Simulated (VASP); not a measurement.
# TiSi2 (Fddd) in VASP: a series of runs

TiSi2 is run at these levels: PBE; tasks: electric field gradients.

Program: VASP 6.6.1. These are calculated values, not measurements. Logs are shortened: lines on timing, memory, paths and dates and some standing lists are left out, and cuts for length are marked.

## 1. The cell of the first run

It takes space group Fddd (No. 70, orthorhombic). Conventional cell: a = 4.821 Å, b = 8.318 Å, c = 8.523 Å, α = 90.00°, β = 90.00°, γ = 90.00°. Within 3.4 Å of Ti (site symmetry 222) lie 10 Si at 2.54 to 2.78 Å and 4 Ti at 3.21 Å. Within 3.4 Å of Si (site symmetry 2) lie 5 Ti at 2.54 to 2.78 Å and 9 Si at 2.55 to 3.21 Å.

## 2. Electric field gradients, PBE (equal xx and yy strain of +1 %)

Input file INCAR:

```
ALGO = Normal ; EDIFF = 1E-8
ENCUT = 520 ; GGA = PE
ISIF = 2 ; ISMEAR = -1
LASPH = T ; LCHARG = F
LEFG = T ; LREAL = F
LWAVE = F ; NBANDS = 29
NELM = 100 ; PREC = Accurate
SIGMA = 0.08
```

Input file KPOINTS:

```
k-points
0
Gamma
  8 8 8
```

Input file POSCAR:

```
TiSi2
1.0
    0.0000000000      4.1591800000      4.2615000000
    2.4103650000      0.0000000000      4.2615000000
    2.4103650000      4.1591800000      0.0000000000
Ti Si
2 4
Direct
    0.7500000000      0.7500000000      0.7500000000
    0.5000000000      0.5000000000      0.5000000000
    0.0830000000      0.4170000000      0.0830000000
    0.4170000000      0.0830000000      0.4170000000
    0.1670000000      0.8330000000      0.1670000000
    0.8330000000      0.1670000000      0.8330000000
```

Potentials or basis: VASP PAW PBE potentials, release 64 (Ti_sv, Si).

Command:

```sh
> cat potpaw_PBE.64/Ti_sv/POTCAR potpaw_PBE.64/Si/POTCAR > POTCAR
> mpirun -np 1 vasp_std > vasp.out
```

OUTCAR:

```text
EDIFF = 1E-8
   ENCUT = 520
   GGA = PE
   ISIF = 2
   ISMEAR = -1
   LASPH = T
   LREAL = F
   NELM = 100
   PREC = Accurate

 ion  position               nearest neighbor table
   1  0.750  0.750  0.750-   6 2.54   5 2.54   6 2.54   5 2.54   3 2.77   4 2.77   4 2.78   4 2.78
                             3 2.78   3 2.78
   2  0.500  0.500  0.500-   3 2.54   4 2.54   3 2.54   4 2.54   5 2.77   6 2.77   5 2.78   5 2.78
                             6 2.78   6 2.78
   3  0.083  0.417  0.083-   2 2.54   2 2.54   5 2.55   5 2.55   1 2.77   4 2.78   4 2.78   4 2.78
                             1 2.78   1 2.78
   4  0.417  0.083  0.417-   2 2.54   2 2.54   6 2.55   6 2.55   1 2.77   3 2.78   3 2.78   3 2.78
                             1 2.78   1 2.78
   5  0.167  0.833  0.167-   1 2.54   1 2.54   3 2.55   3 2.55   2 2.77   6 2.78   6 2.78   6 2.78
                             2 2.78   2 2.78
   6  0.833  0.167  0.833-   1 2.54   1 2.54   4 2.55   4 2.55   2 2.77   5 2.78   5 2.78   5 2.78
                             2 2.78   2 2.78

  LATTYP: Found a face centered orthorhombic cell.
 ALAT       =     4.8207300000
 B/A-ratio  =     1.7255394930
 C/A-ratio  =     1.7679894954

  Lattice vectors:

 A1 = (   0.0000000000,   4.1591800000,   4.2615000000)
 A2 = (   2.4103650000,   0.0000000000,   4.2615000000)
 A3 = (   2.4103650000,   4.1591800000,   0.0000000000)

Analysis of symmetry for initial positions (statically):
=====================================================================
 Subroutine PRICEL returns:
 Original cell was already a primitive cell.

 Routine SETGRP: Setting up the symmetry group for a
 face centered orthorhombic supercell.

 Subroutine GETGRP returns: Found  8 space group operations
 (whereof  4 operations were pure point group operations)
 out of a pool of  8 trial point group operations.

The static configuration has the point symmetry D_2 .
 The point group associated with its full space group is D_2h.

Analysis of symmetry for dynamics (positions and initial velocities):
=====================================================================
 Subroutine PRICEL returns:
 Original cell was already a primitive cell.

 Routine SETGRP: Setting up the symmetry group for a
 face centered orthorhombic supercell.

 Subroutine GETGRP returns: Found  8 space group operations
 (whereof  4 operations were pure point group operations)
 out of a pool of  8 trial point group operations.

The dynamic configuration has the point symmetry D_2 .
 The point group associated with its full space group is D_2h.

 Subroutine INISYM returns: Found  8 space group operations
 (whereof  4 operations are pure point group operations),
 and found     1 'primitive' translations

----------------------------------------------------------------------------------------

                                     Primitive cell

  volume of cell :      85.4443

  direct lattice vectors                    reciprocal lattice vectors
     0.000000000  4.159180000  4.261500000    -0.207437463  0.120216004  0.117329579
     2.410365000  0.000000000  4.261500000     0.207437463 -0.120216004  0.117329579
     2.410365000  4.159180000  0.000000000     0.207437463  0.120216004 -0.117329579

  length of vectors
     5.954759485  4.895941348  4.807144444     0.266923994  0.266923994  0.266923994

  position of ions in fractional coordinates (direct lattice)
     0.750000000  0.750000000  0.750000000
     0.500000000  0.500000000  0.500000000
     0.083000000  0.417000000  0.083000000
     0.417000000  0.083000000  0.417000000
     0.167000000  0.833000000  0.167000000
     0.833000000  0.167000000  0.833000000

  ion indices of the primitive-cell ions
   primitive index   ion index
                 1           1
                 2           2
                 3           3
                 4           4
                 5           5
[... 63 lines left out ...]
 SYSTEM =  unknown system
   PREC   = accura    normal or accurate (medium, high low for compatibility)
   ISTART =      0    job   : 0-new  1-cont  2-samecut
   ICHARG =      2    charge: 1-file 2-atom 10-const
   ISPIN  =      1    spin polarized calculation?
   LNONCOLLINEAR =      F non collinear calculations
   LSORBIT =      F    spin-orbit coupling
   LASPH  =      T    aspherical Exc in radial PAW
   ENCUT  =  520.0 eV  38.22 Ry    6.18 a.u.  11.07  9.10  8.94*2*pi/ulx,y,z
   NELM   =    100;   NELMIN=  2; NELMDL= -5     # of ELM steps
   EDIFF  = 0.1E-07   stopping-criterion for ELM
   LREAL  =      F    real-space projection
   EDIFFG = 0.1E-06   stopping-criterion for IOM
   NSW    =      0    number of steps for IOM
   IBRION =     -1    ionic relax: 0-MD 1-quasi-New 2-CG
   NFREE  =      0    steps in history (QN), initial steepest desc. (CG)
   ISIF   =      2    stress and relaxation
   ISYM   =      2    0-nonsym 1-usesym 2-fastsym
   POTIM  = 0.5000    time-step for ionic-motion
   TEBEG  =    0.0;   TEEND  =   0.0 temperature during run
   PSTRESS=    0.0 pullay stress
   NELECT =      40.0000    total number of electrons
   NUPDOWN=      -1.0000    fix difference up-down
   EMIN   =  10.00;   EMAX   =-10.00  energy-range for DOS
   EFERMI =   0.00;   METHOD = LEGACY
   ISMEAR =    -1;   SIGMA  =   0.08  broadening in eV -4-tet -1-fermi 0-gaus
   EFERMI_NEDOS =   21; number of points for ismear=-14 and -15
   IALGO  =     38    algorithm
   IMIX   =      4    mixing-type and parameters
     AMIX     =   0.40;   BMIX     =  1.00
     AMIX_MAG =   1.60;   BMIX_MAG =  1.00
  volume/ion in A,a.u.               =      14.24        96.10
  Fermi-wavevector in a.u.,A,eV,Ry     =   1.271161  2.402146 21.984971  1.615850
  Thomas-Fermi vector in A             =   2.404109
   LORBIT       =      0    0 simple, 1 ext, 2 COOP (PROOUT), +10 PAW based schemes
   GGA     = PE    functional components
   LHFCALC =     F    Hartree Fock is set to
   AEXX    =    0.0000 exact exchange contribution
   IVDW    =     0    specifies the selected vdW correction
   LEPSILON=     F    determine dielectric tensor
   LRPA    =     F    only Hartree local field effects (RPA)
 non-spin polarized calculation
  energy-cutoff  :      520.00
  volume of cell :       85.44
 maximum number of plane-waves:      2317
 NGX is ok and might be reduce to    48
   NGX = 23   NGY = 19   NGZ = 17

 number of electron      39.9999999 magnetization

 Free energy of the ion-electron system (eV)
  ---------------------------------------------------
  ext. energy  EPLUGINS =         0.00000000
  ---------------------------------------------------
  free energy    TOTEN  =       -40.71467604 eV

  energy without entropy =      -40.67120877  energy(sigma->0) =      -40.69294240

 E-fermi :   9.9713     XC(G=0): -11.6537

 val. band max:        9.9579645019   @ k =  -0.2500   0.0000   0.2500
 cond. band min:       9.9740579071   @ k =  -0.2500   0.2500   0.1250
 fundamental gap:      0.0160934052
 Fermi energy:         9.9713240422

 k-point     1 :       0.0000    0.0000    0.0000
  band No.  band energies     occupation
      1     -46.3435      2.00000
      2     -46.3169      2.00000
      3     -22.7104      2.00000
      4     -22.7097      2.00000
      5     -22.6356      2.00000
      6     -22.6211      2.00000
[... 757 lines left out ...]
     28      13.8841      0.00000
     29      14.1102      0.00000

 [... further k-points ...]
[... 5 lines left out ...]
  --------------------------------------------------------------------------------------
  -------------------------------------------------------------------------------------
  Total       -0.3055005     -0.8174597      0.5489441      0.0000000      0.0000000      0.0000000
  in kB       -5.7284810    -15.3282973     10.2933254      0.0000000      0.0000000      0.0000000
  external PRESSURE =      -3.5878176 kB  Pullay stress =       0.0000000 kB

 VOLUME and BASIS-vectors are now :
 -----------------------------------------------------------------------------
  energy-cutoff  :      520.00
  volume of cell :       85.44
      direct lattice vectors                 reciprocal lattice vectors
     0.000000000  4.159180000  4.261500000    -0.207437463  0.120216004  0.117329579
     2.410365000  0.000000000  4.261500000     0.207437463 -0.120216004  0.117329579
     2.410365000  4.159180000  0.000000000     0.207437463  0.120216004 -0.117329579

 POSITION                                       TOTAL-FORCE (eV/Angst)
 -----------------------------------------------------------------------------------
      3.61555      6.23877      6.39225         0.000000      0.000000      0.000000
      2.41037      4.15918      4.26150        -0.000000      0.000000     -0.000000
      1.20518      0.69042      2.13075         0.000000      0.182624      0.000000
      1.20518      3.46876      2.13075         0.000000     -0.182624      0.000000
      2.41037      1.38917      4.26150         0.000000     -0.182624      0.000000
      2.41037      6.92919      4.26150         0.000000      0.182624      0.000000
 -----------------------------------------------------------------------------------
    total drift:                               -0.000000     -0.000000      0.000000

  FREE ENERGIE OF THE ION-ELECTRON SYSTEM (eV)
  ---------------------------------------------------
  free  energy   TOTEN  =       -40.7146760400 eV

  energy  without entropy=      -40.6712087664  energy(sigma->0) =      -40.69294240

 Electric field gradients (V/A^2)
---------------------------------------------------------------------
 ion       V_xx      V_yy      V_zz      V_xy      V_xz      V_yz
---------------------------------------------------------------------
   1      -0.332    12.857   -12.525    -0.002    -0.000     0.001
   2      -0.332    12.857   -12.525    -0.002    -0.000     0.001
   3       2.393    13.958   -16.350    -0.000    27.939     0.000
   4       2.393    13.958   -16.350    -0.000   -27.939    -0.000
   5       2.393    13.958   -16.350    -0.000    27.939     0.000
   6       2.393    13.958   -16.350    -0.000   -27.939    -0.000
---------------------------------------------------------------------

 Electric field gradients after diagonalization (V/A^2)
 (convention: |V_zz| > |V_xx| > |V_yy|)
----------------------------------------------------------------------
 ion       V_xx      V_yy      V_zz     asymmetry (V_yy - V_xx)/ V_zz
----------------------------------------------------------------------
   1     -12.525    -0.332    12.857       0.948
   2     -12.525    -0.332    12.857       0.948
   3      22.490    13.958   -36.448       0.234
   4      22.490    13.958   -36.448       0.234
   5      22.490    13.958   -36.448       0.234
   6      22.490    13.958   -36.448       0.234
----------------------------------------------------------------------

           NMR quadrupolar parameters

 Cq : quadrupolar parameter    Cq=e*Q*V_zz/h
 eta: asymmetry parameters     (V_yy - V_xx)/ V_zz
 Q  : nuclear electric quadrupole moment in mb (millibarn)
----------------------------------------------------------------------
 ion       Cq(MHz)       eta       Q (mb)
----------------------------------------------------------------------
   1       0.031       0.948       1.000
   2       0.031       0.948       1.000
   3      -0.088       0.234       1.000
   4      -0.088       0.234       1.000
   5      -0.088       0.234       1.000
   6      -0.088       0.234       1.000
----------------------------------------------------------------------
```

It took 8.8 min on 1 thread of Oxide Virtual Turin-like, shared host; peak memory 0.32 GiB.

Results:

```
Free energy                             : -40.7147 eV
Pressure                                : -0.4 GPa
Largest force                           : 0.183 eV/Å
Band gap on the k mesh                  : zero (bands 20 and 21 overlap by 1.81 eV)
Largest electric field gradient by atom : Ti +12.9; Si -36.4 V/Å²
```

Forces in eV/Å, atoms in the order of the input:
```
Ti   0.000  0.000  0.000
Ti   0.000  0.000  0.000
Si   0.000  0.183  0.000
Si   0.000 -0.183  0.000
Si   0.000 -0.183  0.000
Si   0.000  0.183  0.000
```

Electric field gradients, principal values (V/Å²):
```
atom   least   middle  greatest (by size)
1 Ti  -0.332  -12.525              12.857
2 Ti  -0.332  -12.525              12.857
3 Si  13.958   22.490             -36.448
4 Si  13.958   22.490             -36.448
5 Si  13.958   22.490             -36.448
6 Si  13.958   22.490             -36.448
```

Caveat: the cell differs from its parent crystal (equal xx and yy strain of +1 %); without QUAD_EFG the Cq values of the log hold for a quadrupole moment of 1 mb, not for the nuclei.

## 3. Electric field gradients, PBE (equal xx and yy strain of +1 %)

Input file INCAR:

```
SYSTEM = TiSi2
  ALGO = Normal
  EDIFF = 1E-8
  ENCUT = 520
  GGA = PE
  ISIF = 2
  ISMEAR = -1
  LASPH = .True.
  LCHARG = .False.
  LEFG = .True.
  LREAL = .False.
  LWAVE = .False.
  NBANDS = 29
  NELM = 60
  PREC = Accurate
  SIGMA = 0.08
```

Input file KPOINTS:

```
k-points
0
Gamma
  8 8 8
  0 0 0
```

POSCAR is that of step 2.

Potentials or basis: VASP PAW PBE potentials, release 64 (Ti_sv, Si).

Command:

```sh
> cat potpaw_PBE.64/Ti_sv/POTCAR potpaw_PBE.64/Si/POTCAR > POTCAR
> mpirun -np 1 vasp_std > vasp.out
```

OUTCAR:

```text
SYSTEM = TiSi2
   EDIFF = 1E-8
   ENCUT = 520
   GGA = PE
   ISIF = 2
   ISMEAR = -1
   LASPH = .True.
   LREAL = .False.
   NELM = 60
   PREC = Accurate

 ion  position               nearest neighbor table
   1  0.750  0.750  0.750-   6 2.54   5 2.54   6 2.54   5 2.54   3 2.77   4 2.77   4 2.78   4 2.78
                             3 2.78   3 2.78
   2  0.500  0.500  0.500-   3 2.54   4 2.54   3 2.54   4 2.54   5 2.77   6 2.77   5 2.78   5 2.78
                             6 2.78   6 2.78
   3  0.083  0.417  0.083-   2 2.54   2 2.54   5 2.55   5 2.55   1 2.77   4 2.78   4 2.78   4 2.78
                             1 2.78   1 2.78
   4  0.417  0.083  0.417-   2 2.54   2 2.54   6 2.55   6 2.55   1 2.77   3 2.78   3 2.78   3 2.78
                             1 2.78   1 2.78
   5  0.167  0.833  0.167-   1 2.54   1 2.54   3 2.55   3 2.55   2 2.77   6 2.78   6 2.78   6 2.78
                             2 2.78   2 2.78
   6  0.833  0.167  0.833-   1 2.54   1 2.54   4 2.55   4 2.55   2 2.77   5 2.78   5 2.78   5 2.78
                             2 2.78   2 2.78

  LATTYP: Found a face centered orthorhombic cell.
 ALAT       =     4.8207300000
 B/A-ratio  =     1.7255394930
 C/A-ratio  =     1.7679894954

  Lattice vectors:

 A1 = (   0.0000000000,   4.1591800000,   4.2615000000)
 A2 = (   2.4103650000,   0.0000000000,   4.2615000000)
 A3 = (   2.4103650000,   4.1591800000,   0.0000000000)

[... 990 lines left out ...]

  FREE ENERGIE OF THE ION-ELECTRON SYSTEM (eV)
  ---------------------------------------------------
  free  energy   TOTEN  =       -40.7146760400 eV

  energy  without entropy=      -40.6712087664  energy(sigma->0) =      -40.69294240

 Electric field gradients (V/A^2)
---------------------------------------------------------------------
 ion       V_xx      V_yy      V_zz      V_xy      V_xz      V_yz
---------------------------------------------------------------------
   1      -0.332    12.857   -12.525    -0.002    -0.000     0.001
   2      -0.332    12.857   -12.525    -0.002    -0.000     0.001
   3       2.393    13.958   -16.350    -0.000    27.939     0.000
   4       2.393    13.958   -16.350    -0.000   -27.939    -0.000
   5       2.393    13.958   -16.350    -0.000    27.939     0.000
   6       2.393    13.958   -16.350    -0.000   -27.939    -0.000
---------------------------------------------------------------------

 Electric field gradients after diagonalization (V/A^2)
 (convention: |V_zz| > |V_xx| > |V_yy|)
----------------------------------------------------------------------
 ion       V_xx      V_yy      V_zz     asymmetry (V_yy - V_xx)/ V_zz
----------------------------------------------------------------------
   1     -12.525    -0.332    12.857       0.948
   2     -12.525    -0.332    12.857       0.948
   3      22.490    13.958   -36.448       0.234
   4      22.490    13.958   -36.448       0.234
   5      22.490    13.958   -36.448       0.234
   6      22.490    13.958   -36.448       0.234
----------------------------------------------------------------------

           NMR quadrupolar parameters

 Cq : quadrupolar parameter    Cq=e*Q*V_zz/h
 eta: asymmetry parameters     (V_yy - V_xx)/ V_zz
 Q  : nuclear electric quadrupole moment in mb (millibarn)
----------------------------------------------------------------------
 ion       Cq(MHz)       eta       Q (mb)
----------------------------------------------------------------------
   1       0.031       0.948       1.000
   2       0.031       0.948       1.000
   3      -0.088       0.234       1.000
   4      -0.088       0.234       1.000
   5      -0.088       0.234       1.000
   6      -0.088       0.234       1.000
----------------------------------------------------------------------
```

OSZICAR:

```text
N       E                     dE             d eps       ncg     rms          rms(c)
DAV:   1     0.390586476963E+03    0.39059E+03   -0.18796E+04  5510   0.146E+03
DAV:   2     0.241722829068E+01   -0.38817E+03   -0.37732E+03  5555   0.431E+02
DAV:   3    -0.407263716511E+02   -0.43144E+02   -0.42281E+02  9208   0.120E+02
DAV:   4    -0.441265149994E+02   -0.34001E+01   -0.33812E+01  7855   0.300E+01
DAV:   5    -0.443379737348E+02   -0.21146E+00   -0.21140E+00  8403   0.641E+00    0.183E+01
DAV:   6    -0.413992945888E+02    0.29387E+01   -0.32934E+01  7825   0.402E+01    0.698E+00
DAV:   7    -0.407985148078E+02    0.60078E+00   -0.65375E+00  7502   0.188E+01    0.508E+00
DAV:   8    -0.407314736975E+02    0.67041E-01   -0.82317E-01  7574   0.705E+00    0.133E+00
DAV:   9    -0.407139154459E+02    0.17558E-01   -0.15521E-01  7594   0.325E+00    0.505E-01
DAV:  10    -0.407150163041E+02   -0.11009E-02   -0.67270E-03  7354   0.606E-01    0.230E-01
DAV:  11    -0.407148362522E+02    0.18005E-03   -0.58037E-03  8488   0.566E-01    0.156E-01
DAV:  12    -0.407146768093E+02    0.15944E-03   -0.11536E-03  7599   0.263E-01    0.144E-02
DAV:  13    -0.407146767950E+02    0.14294E-07   -0.26744E-05  7070   0.433E-02    0.140E-02
DAV:  14    -0.407146762358E+02    0.55916E-06   -0.21868E-06  7441   0.123E-02    0.353E-03
DAV:  15    -0.407146759802E+02    0.25557E-06   -0.10008E-06  8214   0.669E-03    0.401E-04
DAV:  16    -0.407146759976E+02   -0.17320E-07   -0.30902E-08  6139   0.123E-03    0.386E-04
DAV:  17    -0.407146760418E+02   -0.44189E-07   -0.40711E-09  4292   0.583E-04    0.221E-04
DAV:  18    -0.407146760400E+02    0.17690E-08   -0.15598E-09  4009   0.437E-04
   1 F= -.40714676E+02 E0= -.40692942E+02  d E =-.434673E-01
```

stdout:

```text
POSCAR found type information on POSCAR TiSi
 POSCAR found :  2 types and       6 ions
 scaLAPACK will be used
 LDA part: xc-table for (Slater+PW92), standard interpolation
 POSCAR, INCAR and KPOINTS ok, starting setup
 FFT: planning ... GRIDC
 FFT: planning ... GRID_SOFT
 FFT: planning ... GRID
 WAVECAR not read
 entering main loop
ion   1

ion   2

ion   3

ion   4

ion   5

ion   6
```

Wall time 8.2 min (1 thread of Oxide Virtual Turin-like, shared host); peak memory 0.32 GiB.

What came out:

```yaml
Free_energy: -40.7147 eV
Pressure: -0.4 GPa
Largest_force: 0.183 eV/Å
Band_gap_on_the_k_mesh: zero (bands 20 and 21 overlap by 1.81 eV)
Largest_electric_field_gradient_by_atom: Ti +12.9; Si -36.4 V/Å²
```

Forces on the atoms (eV/Å):
```
Ti   0.000  0.000  0.000
Ti   0.000  0.000  0.000
Si   0.000  0.183  0.000
Si   0.000 -0.183  0.000
Si   0.000 -0.183  0.000
Si   0.000  0.183  0.000
```

Electric field gradients, principal values (V/Å²):
| atom | least | middle | greatest (by size) |
| --- | --- | --- | --- |
| 1 Ti | -0.332 | -12.525 | 12.857 |
| 2 Ti | -0.332 | -12.525 | 12.857 |
| 3 Si | 13.958 | 22.490 | -36.448 |
| 4 Si | 13.958 | 22.490 | -36.448 |
| 5 Si | 13.958 | 22.490 | -36.448 |
| 6 Si | 13.958 | 22.490 | -36.448 |

Caveat: the cell differs from its parent crystal (equal xx and yy strain of +1 %); without QUAD_EFG the Cq values of the log hold for a quadrupole moment of 1 mb, not for the nuclei.
